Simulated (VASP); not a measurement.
Here is a VASP 6.6.1 calculation.

INCAR

```
SYSTEM = ScNb
  PREC = Accurate
  ENCUT = 520
  EDIFF = 1E-7
  ISMEAR = 0
  SIGMA = 0.1
  LREAL = .False.
  LASPH = .True.
  NELM = 100
  ALGO = Normal
  ISIF = 2
  LWAVE = .False.
  LCHARG = .False.
  GGA = B5
  ALDAX = 1.0
  AGGAX = 1.0
  AGGAC = 1.0
  ALDAC = 0.0
  ISYM = 0
  NBANDS = 19
```

The input KPOINTS:

```
Automatic mesh
0
Gamma
  2 1 4
  0 0 0
```

File POSCAR:

```
ScNb
1.0
    3.0656443612      0.0000000000      0.0000000000
   -1.5328221806      2.6549258957      0.0000000000
    0.0000000000      0.0000000000      5.0721940000
Sc Nb
1 1
Direct
    0.3060000000      0.5860000000      0.8340000000
    0.6393333333      1.2526666667      1.3340000000
```

Potentials or basis: VASP PAW PBE potentials, release 64 (Sc_sv, Nb_sv).

The run is started by

```sh
$ cat potpaw_PBE.64/Sc_sv/POTCAR potpaw_PBE.64/Nb_sv/POTCAR > POTCAR
$ mpirun -np 1 vasp_std > vasp.out
```

Task: Predict the pressure.

Result: 8.7 GPa.

Task: What does it give for the largest force?

Result: 0.587 eV/Å.

Task: What does it give for the band gap on the k mesh?

Result: Zero (band 12 reaches 8.47 eV, above the bottom of band 13 at 8.33 eV).

Stress tensor (GPa, compression positive):
```
-3.27 -2.06  0.00
-2.06 -0.89  0.00
 0.00  0.00 30.15
```

Caveat: the k points lie up to 2.37 Å⁻¹ apart; the PAW data sets were made with another functional, which shifts forces and pressure a little.
